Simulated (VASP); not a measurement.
Here is a VASP 6.6.1 calculation.

The input INCAR:

```
SYSTEM = Ni2H
  PREC = Accurate
  ENCUT = 520
  EDIFF = 1E-6
  ISMEAR = -1
  SIGMA = 0.15
  LREAL = .False.
  LASPH = .True.
  NELM = 60
  ALGO = Normal
  ISIF = 2
  LWAVE = .False.
  LCHARG = .True.
  GGA = CA
  LELF = .True.
  LVHAR = .True.
  NBANDS = 18
```

The input KPOINTS:

```
regular mesh
0
Gamma
  18 18 10
  0 0 0
```

Contents of POSCAR:

```
Ni2H
1.0
    2.4739564203      0.0000000000      0.0000000000
   -1.2369782101      2.1425091078      0.0000000000
    0.0000000000      0.0000000000      4.0908054880
Ni H
2 1
Direct
    0.6666666667      0.3333333333      0.7682928276
    0.3333333333      0.6666666667      0.2877071724
    0.0000000000      0.0000000000      0.0280000000
```

Potentials or basis: VASP PAW LDA potentials, release 64 (Ni, H).

The run is started by

```bash
$ cat potpaw_LDA.64/Ni/POTCAR potpaw_LDA.64/H/POTCAR > POTCAR
$ mpirun -np 1 vasp_std > vasp.out
```

(1) What does it give for the largest force?

(2) Estimate the band gap on the k mesh.

Results:

(1) 0.017 eV/Å.

(2) zero (an odd number of electrons rules out a gap without spin polarisation).
